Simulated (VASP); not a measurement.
A run of VASP 6.6.1:

INCAR

```
SYSTEM = SiC
PREC = Accurate
ENCUT = 520
EDIFF = 1E-7
ISMEAR = -1
SIGMA = 0.05
LREAL = Auto
LASPH = .TRUE.
NELM = 60
ALGO = Normal
ISIF = 2
LWAVE = .FALSE.
LCHARG = .FALSE.
GGA = PS
NBANDS = 56
```

The input KPOINTS:

```
regular mesh
0
G
  6 4 1
  0 0 0
```

The input POSCAR:

```
SiC
1.0
    2.1784270000     -2.1784270000      0.0000000000
    0.0000000000      0.0000000000      4.3568530000
  -18.9953080000    -18.9953080000      0.0000000000
Si C
10 10
Direct
    0.9990950000      0.0038010000      0.7027890000
    0.9990850000      0.0020570000      0.4714400000
    0.9990690000      0.9541120000      0.2513460000
    0.9990930000      0.0031960000      0.5862460000
    0.9990700000      0.0004360000      0.3571650000
    0.4990970000      0.5006690000      0.6430380000
    0.4990760000      0.5030520000      0.4139560000
    0.4991080000      0.4544340000      0.7488530000
    0.4990950000      0.5021050000      0.5287610000
    0.4990870000      0.5035040000      0.2974070000
    0.9990980000      0.2504360000      0.6436320000
    0.9990740000      0.2529910000      0.4140740000
    0.9991090000      0.2589850000      0.7579810000
    0.9990960000      0.2522880000      0.5287140000
    0.9990810000      0.2591790000      0.2989100000
    0.4990940000      0.7531280000      0.5861340000
    0.4990640000      0.7502040000      0.3565740000
    0.4990920000      0.7594620000      0.7012930000
    0.4990820000      0.7522400000      0.4714940000
    0.4990690000      0.7586590000      0.2422160000
```

Potentials or basis: VASP PAW PBE potentials, release 64 (Si, C).

Command:

```sh
$ cat potpaw_PBE.64/Si/POTCAR potpaw_PBE.64/C/POTCAR > POTCAR
$ mpirun -np 1 vasp_std > vasp.out
```

Hardware: 1 thread of Intel Xeon 6975P-C (shared host).

Q: Estimate the wall time of this run.

A: It took 7 min on 1 thread of Intel Xeon 6975P-C, on a shared host, peak memory 0.48 GiB. Counts: scf iterations 24, k points 14.
